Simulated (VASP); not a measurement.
# ZnTe2O3: single point with PBE

Crystal: ZnTe2O3.

```
CELL_PARAMETERS angstrom
5.35949 0.00000 0.00000
-2.67974 4.64145 0.00000
0.00000 0.00000 4.20954
ATOMIC_POSITIONS crystal
Zn 0.00000 0.00000 0.00000
Te 0.33333 0.66667 0.00000
Te 0.66667 0.33333 0.00000
O 0.50000 0.00000 0.50000
O 0.50000 0.50000 0.50000
O 0.00000 0.50000 0.50000
```

The cell was built from a structure type or drawn by symmetry, and may not be a known phase.

```json
{"Program": "VASP 6.6.1", "Task": "single point", "Functional": "PBE", "Potentials or basis": "VASP PAW PBE potentials, release 64 (Zn, Te, O)", "Cutoff": "520 eV", "k mesh": "6 × 6 × 4", "Occupations": "gaussian, width 0.1 eV", "Spin": "no spin polarisation", "Dipole correction": "no", "Further INCAR settings": "ALGO = Normal; EDIFF = 1e-06; NBANDS = 30"}
```

* Pressure: -9.5 GPa
* Band gap on the k mesh: zero (bands 21 and 22 overlap by 0.65 eV)

Stress tensor (GPa, compression positive):
```
  0.43   0.00   0.00
  0.00   0.43   0.00
  0.00   0.00 -29.28
```

Levels at points of the mesh, in eV from the Fermi level:
| k point | band 19 | band 20 | band 21 | band 22 | band 23 | band 24 |
| --- | --- | --- | --- | --- | --- | --- |
| (0.00, 0.00, 0.00) | -1.39 | -0.02 | -0.02 | 0.04 | 0.54 | 0.59 |
| (0.50, 0.00, 0.00) | -0.99 | -0.89 | 0.02 | 1.39 | 1.62 | 2.33 |
| (0.00, 0.00, 0.50) | -0.52 | -0.34 | 0.07 | 0.09 | 0.09 | 1.01 |
| (0.50, 0.00, 0.50) | -1.12 | 0.09 | 0.13 | 0.97 | 1.49 | 1.88 |

Wall time 52 s on 1 thread of Intel(R) Xeon(R) 6975P-C (Granite Rapids) (shared host), peak memory 0.25 GiB.

Caveat: the k points lie up to 0.37 Å⁻¹ apart, too coarse for converged energies and pressures of a metal; semilocal functionals underestimate gaps, so a narrow gap can read as zero; spin-orbit coupling is left out, which moves the levels of the heavy elements.
